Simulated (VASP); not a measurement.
Write the native input for VASP 6.6.1 that does the following.

```
Task                   : single point
Functional             : LDA
Potentials or basis    : VASP PAW LDA potentials, release 64 (Mo_sv)
Cutoff                 : 520 eV
k mesh                 : 13 × 13 × 1
Occupations            : fermi-dirac, width 0.05 eV
Spin                   : no spin polarisation
Dipole correction      : yes
Electric field (eV/Å)  : -0.1 eV/Å
Further INCAR settings : ALGO = Normal; EDIFF = 1e-06; NBANDS = 43; EFIELD = -0.1
```

The structure of Mo lies in POSCAR:

```
Mo
1.0
    2.6943125793      0.0000000000      0.0000000000
   -0.8981041931      2.5402222606      0.0000000000
    0.0000000000      0.0000000000     24.7996000000
Mo
5
Direct
    0.0000000000      0.0000000000      0.3262445383
    0.5000000000      0.5000000000      0.4108297544
    0.0000000000      0.0000000000      0.4999999980
    0.5000000000      0.5000000000      0.5891702487
    0.0000000000      0.0000000000      0.6737554606
```

These files were run (other wordings do the same):

INCAR

```
SYSTEM = Mo
PREC = Accurate ; ENCUT = 520
EDIFF = 1E-6 ; ISMEAR = -1
SIGMA = 0.05 ; LREAL = .FALSE.
LASPH = .TRUE. ; NELM = 80
ALGO = Normal ; ISIF = 2
LWAVE = .FALSE. ; LCHARG = .FALSE.
LDIPOL = .TRUE. ; IDIPOL = 3
DIPOL = 0.5 0.5 0.500 ; GGA = CA
NBANDS = 43 ; EFIELD = -0.1
```

KPOINTS

```
Automatic mesh
0
G
  13 13 1
  0 0 0
```

Potentials or basis: VASP PAW LDA potentials, release 64 (Mo_sv).

The run is started by

```bash
$ cat potpaw_LDA.64/Mo_sv/POTCAR > POTCAR
$ mpirun -np 1 vasp_std > vasp.out
```

Results of the run:

```
Largest force          : 0.070 eV/Å
Band gap on the k mesh : zero (bands 35 and 36 overlap by 2.35 eV)
```

Run time: 6.3 min on 1 thread of Intel(R) Xeon(R) 6975P-C (Granite Rapids) (shared host), peak memory 0.37 GiB.
